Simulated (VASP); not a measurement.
SnSe2: single point with PBE

**Measured values to compare with.**

From “Temperature Dependent Excitonic Transition Energy and Enhanced Electron-Phonon Coupling in Layered Ternary SnS2-xSex Semiconductors with Fully Tunable Stoichiometry”, 2021, pmc:8069899, for a bulk crystal of SnSe2 at 300 K: band gap 1.207 eV (an exciton energy, a little under the gap).

Crystal: SnSe2.

```
Sn Se
1.0
     3.95772    0.00000    0.00000
    -1.97886    3.42748    0.00000
     0.00000    0.00000    6.37223
Sn Se
1 2
Direct
  0.00000 0.00000 0.00000
  0.33333 0.66667 0.24900
  0.66667 0.33333 0.75100
```

| Property | Result |
| --- | --- |
| Program | VASP 6.6.1 |
| Task | single point |
| Functional | PBE |
| Potentials or basis | VASP PAW PBE potentials, release 64 (Sn_d, Se) |
| Cutoff | 520 eV |
| k mesh | 6 × 6 × 4 |
| Occupations | gaussian, width 0.01 eV |
| Spin | no spin polarisation |
| Dipole correction | no |
| Further INCAR settings | ALGO = Normal; EDIFF = 1e-06; NBANDS = 20 |

* Pressure: -1.7 GPa
* Largest force: 0.173 eV/Å
* Band gap on the k mesh: 0.67 eV, indirect (least direct gap 0.68 eV)

Forces on the atoms (eV/Å):
```
Sn   0.000  0.000  0.000
Se   0.000  0.000 -0.173
Se   0.000  0.000  0.173
```

Stress tensor (GPa, compression positive):
```
-2.18  0.00  0.00
 0.00 -2.18  0.00
 0.00  0.00 -0.63
```

Levels at points of the mesh, in eV from the valence-band top:
| k point | band 11 | band 12 | band 13 | band 14 | band 15 | band 16 |
| --- | --- | --- | --- | --- | --- | --- |
| (0.00, 0.00, 0.00) | -0.30 | -0.30 | -0.01 | 0.67 | 2.90 | 4.44 |
| (0.50, 0.00, 0.00) | -2.25 | -0.94 | -0.23 | 1.03 | 3.70 | 5.23 |
| (0.00, 0.00, 0.50) | -0.63 | -0.17 | -0.17 | 1.97 | 2.77 | 4.23 |
| (0.50, 0.00, 0.50) | -1.73 | -0.64 | -0.54 | 0.72 | 4.19 | 4.84 |

Wall time 19 s on 1 thread of Intel(R) Xeon(R) 6975P-C (Granite Rapids), on a shared host, peak memory 0.21 GiB.

Measured gap of SnSe2: 1.207 eV (an exciton energy, a little under the gap; 300 K; “Temperature Dependent Excitonic Transition Energy and Enhanced Electron-Phonon Coupling in Layered Ternary SnS2-xSex Semiconductors with Fully Tunable Stoichiometry”, 2021, pmc:8069899). This calculation gives 0.67 eV (-0.54 eV). Spin-orbit coupling on Se, Sn is left out. The value is that of PBE on a finite k mesh, which can miss the band edges, without temperature or zero-point motion. Semilocal functionals fall short of measured gaps as a rule.

Caveat: spin-orbit coupling is left out, which moves the levels of the heavy elements; this functional lacks dispersion, which binds the layers, so the pressure and a relaxed spacing across them are unreliable.
